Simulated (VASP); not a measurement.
# Cr in VASP: single point with r2SCAN

Aim: the single point of Cr with r2SCAN.

Program: VASP 6.6.1. These are calculated values, not measurements. Logs are shortened: lines on timing, memory, paths and dates and some standing lists are left out, and cuts for length are marked.

## Step 1: The cell of the first run

The cell holds a slab with vacuum, 3 atoms: a = 2.450 Å, b = 2.450 Å, c = 14.870 Å, α = 90.00°, β = 90.00°, γ = 109.47°.

## Step 2: Single point, r2SCAN, collinear spin, ferromagnetic start

POSCAR reads:

```
Cr
1.0
    2.4503953683      0.0000000000      0.0000000000
   -0.8167984561      2.3102549086      0.0000000000
    0.0000000000      0.0000000000     14.8698000000
Cr
3
Direct
    0.0000000000      0.0000000000      0.3698770251
    0.5000000000      0.5000000000      0.5000000000
    0.0000000000      0.0000000000      0.6301229749
```

INCAR.step1 reads:

```
SYSTEM = Cr
  PREC = Accurate
  ENCUT = 520
  ISMEAR = -1
  SIGMA = 0.08
  LREAL = .FALSE.
  LASPH = .TRUE.
  NELM = 150
  ISPIN = 2
  MAGMOM = 2 2 2
  LMAXMIX = 4
  LDIPOL = .TRUE.
  IDIPOL = 3
  DIPOL = 0.5 0.5 0.500
  NBANDS = 29
  GGA = PE
  ALGO = Normal
  EDIFF = 1E-4
  LWAVE = .TRUE.
  LCHARG = .FALSE.
```

INCAR.step2 reads:

```
SYSTEM = Cr
  PREC = Accurate
  ENCUT = 520
  EDIFF = 1E-7
  ISMEAR = -1
  SIGMA = 0.08
  LREAL = .FALSE.
  LASPH = .TRUE.
  NELM = 150
  ALGO = Normal
  ISIF = 2
  LWAVE = .FALSE.
  LCHARG = .TRUE.
  ISPIN = 2
  MAGMOM = 2 2 2
  LORBIT = 11
  LMAXMIX = 4
  LDIPOL = .TRUE.
  IDIPOL = 3
  DIPOL = 0.5 0.5 0.500
  METAGGA = R2SCAN
  LMIXTAU = .TRUE.
  LELF = .TRUE.
  LVHAR = .TRUE.
  LVACPOTAV = .TRUE.
  NBANDS = 29
  ISTART = 1
```

KPOINTS reads:

```
Automatic mesh
0
G
  16 16 1
  0 0 0
```

Potentials or basis: VASP PAW PBE potentials, release 64 (Cr_pv).

Started as:

```console
cat potpaw_PBE.64/Cr_pv/POTCAR > POTCAR
cp INCAR.step1 INCAR
mpirun -np 1 vasp_std > vasp.out
cp INCAR.step2 INCAR
mpirun -np 1 vasp_std > vasp.out
```

OUTCAR:

```text
SYSTEM = Cr
   PREC = Accurate
   ENCUT = 520
   EDIFF = 1E-7
   ISMEAR = -1
   LREAL = .FALSE.
   LASPH = .TRUE.
   NELM = 150
   ISIF = 2
   ISPIN = 2
   LORBIT = 11
   METAGGA = R2SCAN
   ISTART = 1

 ion  position               nearest neighbor table
   1  0.000  0.000  0.370-   2 2.40   2 2.40   2 2.78   2 2.78
   2  0.500  0.500  0.500-   1 2.40   3 2.40   1 2.40   3 2.40   1 2.78   3 2.78   1 2.78   3 2.78

   3  0.000  0.000  0.630-   2 2.40   2 2.40   2 2.78   2 2.78

  LATTYP: Found a base centered orthorhombic cell.
 ALAT       =     2.8294728509
 B/A-ratio  =     1.4142135624
 C/A-ratio  =     5.2553252084

  Lattice vectors:

 A1 = (   2.4503953683,   0.0000000000,   0.0000000000)
 A2 = (  -0.8167984561,   2.3102549086,   0.0000000000)
 A3 = (   0.0000000000,   0.0000000000,  14.8698000000)

Analysis of symmetry for initial positions (statically):
=====================================================================
 Subroutine PRICEL returns:
 Original cell was already a primitive cell.

 Routine SETGRP: Setting up the symmetry group for a
 base centered orthorhombic supercell.

 Subroutine GETGRP returns: Found  8 space group operations
 (whereof  8 operations were pure point group operations)
 out of a pool of  8 trial point group operations.

The static configuration has the point symmetry D_2h.

Analysis of symmetry for dynamics (positions and initial velocities):
=====================================================================
 Subroutine PRICEL returns:
 Original cell was already a primitive cell.

 Routine SETGRP: Setting up the symmetry group for a
 base centered orthorhombic supercell.

 Subroutine GETGRP returns: Found  8 space group operations
 (whereof  8 operations were pure point group operations)
 out of a pool of  8 trial point group operations.

The dynamic configuration has the point symmetry D_2h.

Analysis of structural, dynamic, and magnetic symmetry:
=====================================================================
 Subroutine PRICEL returns:
 Original cell was already a primitive cell.

 Routine SETGRP: Setting up the symmetry group for a
 base centered orthorhombic supercell.

 Subroutine GETGRP returns: Found  8 space group operations
 (whereof  8 operations were pure point group operations)
 out of a pool of  8 trial point group operations.

The overall configuration has the point symmetry D_2h.

 Subroutine INISYM returns: Found  8 space group operations
[... 125 lines left out ...]
   LHFCALC =     F    Hartree Fock is set to
   AEXX    =    0.0000 exact exchange contribution
   IVDW    =     0    specifies the selected vdW correction
   LEPSILON=     F    determine dielectric tensor
   LRPA    =     F    only Hartree local field effects (RPA)
 spin polarized calculation
  energy-cutoff  :      520.00
  volume of cell :       84.18
 maximum number of plane-waves:      2303
   NGX =  9   NGY =  9   NGZ = 55

 number of electron      35.9999979 magnetization       0.0031303

 number of electron      35.9999979 magnetization      -0.0001255

 dipolmoment           0.000000      0.000000      0.000000 electrons x Angstroem

 Free energy of the ion-electron system (eV)
  ---------------------------------------------------
  ext. energy  EPLUGINS =         0.00000000
  ---------------------------------------------------
  free energy    TOTEN  =       -41.86836144 eV

  energy without entropy =      -41.80124904  energy(sigma->0) =      -41.83480524

 E-fermi :   1.7343     XC(G=0):  -7.3694

 val. band max:        1.7293435534   @ k =  -0.1875   0.0625   0.0000
 cond. band min:       1.7429154934   @ k =  -0.1875   0.1875   0.0000
 fundamental gap:      0.0135719400
 Fermi energy:         1.7342993595

 spin component 1

 k-point     1 :       0.0000    0.0000    0.0000
  band No.  band energies     occupation
      1     -43.4486      1.00000
      2     -42.9667      1.00000
      3     -42.8276      1.00000
      4     -42.6128      1.00000
      5     -42.5914      1.00000
      6     -42.4541      1.00000
[... 757 lines left out ...]
     28       4.3774      0.00000
     29       5.0202      0.00000

 [... further k-points ...]

 spin component 2

 k-point     1 :       0.0000    0.0000    0.0000
  band No.  band energies     occupation
      1     -43.4486      1.00000
      2     -42.9667      1.00000
      3     -42.8277      1.00000
      4     -42.6129      1.00000
      5     -42.5914      1.00000
      6     -42.4541      1.00000
[... 757 lines left out ...]
     28       4.3774      0.00000
     29       5.0263      0.00000

 [... further k-points ...]

------------------------ aborting loop because EDIFF is reached ----------------------------------------

  FORCE on cell =-STRESS in cart. coord.  units (eV):
  Direction    XX          YY          ZZ          XY          YZ          ZX
  --------------------------------------------------------------------------------------
  -------------------------------------------------------------------------------------
  Total       -2.3129806     -2.2764145      0.2477115      0.0517123      0.0000000      0.0000000
  in kB      -44.0231773    -43.3272112      4.7147170      0.9842448      0.0000000      0.0000000
  external PRESSURE =     -27.5452238 kB  Pullay stress =       0.0000000 kB

 VOLUME and BASIS-vectors are now :
 -----------------------------------------------------------------------------
  energy-cutoff  :      520.00
  volume of cell :       84.18
      direct lattice vectors                 reciprocal lattice vectors
     2.450395368  0.000000000  0.000000000     0.408097409  0.144284223  0.000000000
    -0.816798456  2.310254909  0.000000000     0.000000000  0.432852668  0.000000000
     0.000000000  0.000000000 14.869800000     0.000000000  0.000000000  0.067250400

 POSITION                                       TOTAL-FORCE (eV/Angst)
 -----------------------------------------------------------------------------------
      0.00000      0.00000      5.50000        -0.000000      0.000000     -0.056796
      0.81680      1.15513      7.43490        -0.000000      0.000000      0.000000
      0.00000      0.00000      9.36980         0.000000     -0.000000      0.056796
 -----------------------------------------------------------------------------------
    total drift:                                0.000000      0.000000      0.000000

  FREE ENERGIE OF THE ION-ELECTRON SYSTEM (eV)
  ---------------------------------------------------
  free  energy   TOTEN  =       -41.8683614414 eV

  energy  without entropy=      -41.8012490449  energy(sigma->0) =      -41.83480524

 vacuum level on the upper side and lower side of the slab         6.688         6.688

 total charge

# of ion       s       p       d       tot
------------------------------------------
    1        0.719   6.321   4.177  11.216
    2        0.689   6.445   4.250  11.384
    3        0.719   6.321   4.177  11.216
--------------------------------------------------
tot          2.127  19.087  12.603  33.816

 magnetization (x)

# of ion       s       p       d       tot
------------------------------------------
    1        0.000  -0.000   0.000   0.000
    2       -0.000  -0.000  -0.000  -0.000
    3        0.000  -0.000   0.000   0.000
--------------------------------------------------
tot         -0.000  -0.000  -0.000  -0.000
```

OUTCAR.step1:

```text
SYSTEM = Cr
   PREC = Accurate
   ENCUT = 520
   ISMEAR = -1
   LREAL = .FALSE.
   LASPH = .TRUE.
   NELM = 150
[... 1789 lines left out ...]
      0.81680      1.15513      7.43490        -0.000000      0.000000      0.000000
      0.00000      0.00000      9.36980         0.000000      0.000000     -0.047748
 -----------------------------------------------------------------------------------
    total drift:                                0.000000     -0.000000      0.000000

  FREE ENERGIE OF THE ION-ELECTRON SYSTEM (eV)
  ---------------------------------------------------
  free  energy   TOTEN  =       -26.0434366629 eV

  energy  without entropy=      -25.9668980655  energy(sigma->0) =      -26.00516736

 vacuum level on the upper side and lower side of the slab         5.911         5.911
```

OSZICAR.step1:

```text
N       E                     dE             d eps       ncg     rms          rms(c)
DAV:   1     0.414075099257E+03    0.41408E+03   -0.22185E+04  9268   0.130E+03
DAV:   2    -0.153916665180E+02   -0.42947E+03   -0.41414E+03  8688   0.412E+02
[... 39 lines left out ...]
DAV:  42    -0.260375735420E+02   -0.14122E-01   -0.70116E-03  8903   0.398E-01    0.699E-01
DAV:  43    -0.260571399462E+02   -0.19566E-01   -0.63040E-03  8818   0.319E-01    0.780E-01
DAV:  44    -0.260570479810E+02    0.91965E-04   -0.19840E-03  8595   0.227E-01    0.896E-01
DAV:  45    -0.260483375267E+02    0.87105E-02   -0.44754E-03  8482   0.340E-01    0.109E+00
DAV:  46    -0.260434504809E+02    0.48870E-02   -0.63083E-04  8720   0.132E-01    0.113E+00
DAV:  47    -0.260434366629E+02    0.13818E-04   -0.75977E-04  7524   0.111E-01
   1 F= -.26043437E+02 E0= -.26005167E+02  d E =-.765386E-01  mag=     0.0235
```

It took 59 min on 1 thread of Oxide Virtual Turin-like, shared host; peak memory 0.36 GiB.

Results:

| Quantity | Value |
| --- | --- |
| Free energy | -41.8684 eV |
| Largest force | 0.057 eV/Å |
| Band gap on the k mesh | zero (filled and empty bands overlap) |
| Net moment | 0.00 μB per cell |
| Valence electrons inside the program's atomic spheres | Cr 11.22, 11.38 (each value once) |

Forces on the atoms (eV/Å):
```
Cr   0.000  0.000 -0.057
Cr   0.000  0.000  0.000
Cr   0.000  0.000  0.057
```

Caveat: the moments typed at the start vanished in this run; the PAW data sets were made with another functional, which shifts forces and pressure a little.
